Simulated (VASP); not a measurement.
A run of VASP 6.6.1 is set up as follows.

File INCAR:

```
PREC = Accurate
ENCUT = 520
EDIFF = 1E-8
ISMEAR = -1
SIGMA = 0.01
LREAL = False
LASPH = True
NELM = 100
ALGO = Normal
ISIF = 2
LWAVE = False
LCHARG = False
GGA = PE
LEFG = True
NBANDS = 28
```

The input KPOINTS:

```
regular mesh
0
Gamma
  8 8 6
```

POSCAR

```
SnO
1.0
    3.8520320533      0.0000000000      0.0000000000
    0.0000000000      3.8520320533      0.0000000000
    0.0000000000      0.0000000000      4.8996388769
Sn O
2 2
Direct
    0.0000000000      0.5000000000      0.2385000000
    0.5000000000      0.0000000000      0.7615000000
    0.0000000000      0.0000000000      0.0000000000
    0.5000000000      0.5000000000      0.0000000000
```

Potentials or basis: VASP PAW PBE potentials, release 64 (Sn_d, O).

The run is started by

```console
$ cat potpaw_PBE.64/Sn_d/POTCAR potpaw_PBE.64/O/POTCAR > POTCAR
$ mpirun -np 1 vasp_std > vasp.out
```

Question: Estimate the pressure.

Answer: 0.7 GPa.

Question: Estimate the largest force.

Answer: 0.102 eV/Å.

Electric field gradients, principal values (V/Å²):
| atom | least | middle | greatest (by size) |
| --- | --- | --- | --- |
| 1 Sn | 80.088 | 80.088 | -160.176 |
| 2 Sn | 80.088 | 80.088 | -160.176 |
| 3 O | -0.942 | -0.942 | 1.883 |
| 4 O | -0.942 | -0.942 | 1.883 |

Caveat: without QUAD_EFG the Cq values of the log hold for a quadrupole moment of 1 mb, not for the nuclei.
